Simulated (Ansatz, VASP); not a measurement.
## Sn in VASP and in Ansatz

```
Sn
1.0
    -1.91293    1.91293    1.91293
     1.91293   -1.91293    1.91293
     1.91293    1.91293   -1.91293
Sn
1
Cartesian
  0.0000 0.0000 0.0000
```

Alike in both runs: task relaxation of cell and atoms; functional PBE; k mesh 14 × 14 × 14; occupations fermi-dirac, width 0.1 eV; no spin polarisation.

|  | VASP | Ansatz |
| --- | --- | --- |
| version | VASP 6.6.1 | Ansatz 0.2.0 |
| potentials or method | VASP PAW PBE potentials, release 64 (Sn_d) | PAW with Ansatz's default frozen-core files, scalar-relativistic |
| plane-wave cutoff (eV) | 600 | 420 |
| valence electrons in the cell | 14 | 14 |

|  | VASP | Ansatz | Ansatz less VASP |
| --- | --- | --- | --- |
| relaxed volume (Å³/atom) | 27.62 | 27.63 | +0.008 |
| relaxed cell length with the largest relative difference (Å) | 3.298 | 3.299 | +0.0003 |
